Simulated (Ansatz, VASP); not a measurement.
# Zn in VASP and in Ansatz

File INCAR:

```
PREC     = Accurate       # precision mode
ENCUT    = 520            # plane-wave cutoff, eV
EDIFF    = 1E-7           # SCF threshold, eV
ISMEAR   = -1             # smearing method
SIGMA    = 0.1            # smearing width, eV
LREAL    = False          # projectors in reciprocal space
LASPH    = True           # aspherical terms in the spheres
NELM     = 80             # most SCF steps
ALGO     = Normal         # electronic algorithm
ISIF     = 2              # what is computed and relaxed
LWAVE    = False          # write WAVECAR
LCHARG   = True           # write CHGCAR
GGA      = PE             # functional
LELF     = True           # ELF
LVHAR    = True         
NBANDS   = 19             # bands
```

File KPOINTS:

```
Automatic mesh
0
Gamma
  16 16 16
```

The input POSCAR:

```
Zn
1.0
   -2.3458896623      2.3458896623      1.1812593258
    2.3458896623     -2.3458896623      1.1812593258
    2.3458896623      2.3458896623     -1.1812593258
Zn
2
Direct
   -0.3750000000     -0.1250000000     -0.2500000000
    0.3750000000      0.1250000000      0.2500000000
```

Input for Ansatz:

```yaml
crystal:
  lattice:
    - [-2.3458896623, 2.3458896623, 1.1812593258]
    - [2.3458896623, -2.3458896623, 1.1812593258]
    - [2.3458896623, 2.3458896623, -1.1812593258]
  atoms:
    - { symbol: Zn, position: [-0.375, -0.125, -0.25] }
    - { symbol: Zn, position: [0.375, 0.125, 0.25] }
kpoints:
  mp_grid: { grid: [16, 16, 16] }
scf:
  occupations: { method: fermi_dirac, width: 0.1 }
hamiltonian:
  xc: pbe
  pseudopotentials: { kind: paw }
output:
  forces: true
  stress: true
  eigenvalues: true
  populations: true
  write_density: true
  write_potential: true
  elf: true
  volumetric_format: npy
```

Change from the starting cell: volume scaled by 0.75, PAW files.

Alike in both runs: task single point; functional PBE; k mesh 16 × 16 × 16; occupations fermi-dirac, width 0.1 eV; no spin polarisation.

```csv
,VASP,Ansatz
version,VASP 6.6.1,Ansatz 0.2.0
potentials or method,"VASP PAW PBE potentials, release 64 (Zn)","PAW with Ansatz's default frozen-core files, scalar-relativistic"
plane-wave cutoff (eV),520,420
valence electrons in the cell,24,24
```

Ansatz gave:

| Property | Result |
| --- | --- |
| pressure (GPa) | 30.9 |
| traceless stress, the component that is largest in VASP (GPa) | 0.03 |

**Question.** What did VASP give for the same quantities?

**Answer.** Pressure (GPa): 31.5; traceless stress, the component that is largest in VASP (GPa): 0.25.

Both programs put the cell under a high pressure, so it lies far from rest at this level.
